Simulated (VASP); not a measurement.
**EuS: single point with PBE**

EuS:

```
CELL_PARAMETERS angstrom
0.00000 2.97850 2.97850
2.97850 0.00000 2.97850
2.97850 2.97850 0.00000
ATOMIC_POSITIONS crystal
Eu 0.00000 0.00000 0.00000
S 0.50000 0.50000 0.50000
```

```
Program             : VASP 6.6.1
Task                : single point
Functional          : PBE
Potentials or basis : VASP PAW PBE potentials, release 64 (Eu, S)
Cutoff              : 600 eV
k mesh              : 8 × 8 × 8
Occupations         : gaussian, width 0.016 eV
Spin                : collinear spin, ferromagnetic start
Starting moments    : [7.0, 0.0] μB
```

```yaml
Pressure: -2.8 GPa
Band_gap_on_the_k_mesh: zero (filled and empty bands overlap)
Net_moment: 6.99 μB per cell
Site_moments: Eu +6.59; S -0.07 μB
Valence_electrons_inside_the_program's_atomic_spheres: Eu 14.75; S 3.75
```

Levels at points of the mesh, in eV from the Fermi level:
Spin up:
| k point | band 13 | band 14 | band 15 | band 16 | band 17 | band 18 |
| --- | --- | --- | --- | --- | --- | --- |
| (0.00, 0.00, 0.00) | 0.11 | 0.11 | 0.11 | 0.82 | 1.09 | 1.09 |
| (0.50, 0.00, 0.00) | -0.25 | -0.21 | -0.20 | 2.96 | 3.24 | 3.66 |
| (0.50, 0.50, 0.00) | -0.26 | -0.22 | -0.04 | -0.04 | 3.10 | 3.24 |
Spin down:
| k point | band 6 | band 7 | band 8 | band 9 | band 10 | band 11 |
| --- | --- | --- | --- | --- | --- | --- |
| (0.00, 0.00, 0.00) | -2.60 | -2.60 | -2.60 | 1.45 | 1.87 | 1.87 |
| (0.50, 0.00, 0.00) | -5.11 | -3.72 | -3.72 | 2.89 | 4.06 | 4.14 |
| (0.50, 0.50, 0.00) | -3.73 | -2.95 | -2.95 | -0.12 | 3.95 | 3.97 |

Run time: 4.6 min on 1 thread of Oxide Virtual Turin-like Processor, with other jobs on the host, peak memory 0.26 GiB.

Caveat: spin-orbit coupling is left out, which moves the levels of the heavy elements; a cell with one magnetic atom can't hold antiferromagnetic order, which such compounds often take; semilocal functionals describe open f shells poorly, which spoils levels, moments and volumes. With open d or f shells a metallic result of PBE can be an artefact of self-interaction; +U or a hybrid may open a gap.
